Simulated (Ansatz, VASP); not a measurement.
**Nb3Sn2S2: VASP beside Ansatz**

```
Nb Sn S
1.0
     2.80282    1.61821    4.80259
    -2.80282    1.61821    4.80259
     0.00000   -3.23642    4.80259
Nb Sn S
3 2 2
Direct
  0.00000 0.00000 0.50000
  0.00000 0.50000 0.00000
  0.50000 0.00000 0.00000
  0.00000 0.00000 0.00000
  0.50000 0.50000 0.50000
  0.72100 0.72100 0.72100
  0.27900 0.27900 0.27900
```

Change from the starting cell: species swapped into the In2Co3S2 type (R-3m, No. 166).

Alike in both runs: task relaxation of cell and atoms; functional PBE; k mesh 3 × 3 × 3; occupations gaussian, width 0.15 eV; no spin polarisation.

```csv
,VASP,Ansatz
version,VASP 6.6.1,Ansatz 0.2.0
potentials or method,"VASP PAW PBE potentials, release 64 (Nb_sv, Sn_d, S), cutoff 600 eV","scalar-relativistic, plane waves, PAW"
valence electrons in the cell,79,79
```

Ansatz gave:

| Item | Value |
| --- | --- |
| gap on the k mesh at the Fermi level, each at its own relaxed structure (eV) | none |
| relaxed volume (Å³/atom) | 20.99 |
| relaxed cell length with the largest relative difference (Å) | 5.971 |

Question: Which values does VASP return?

Answer: gap on the k mesh at the Fermi level, each at its own relaxed structure (eV): none; relaxed volume (Å³/atom): 21.00; relaxed cell length with the largest relative difference (Å): 5.969.

A gap of «none» marks a metal or a gap that the smearing closes.

The k mesh is coarse, so the values compare programs but aren't converged.
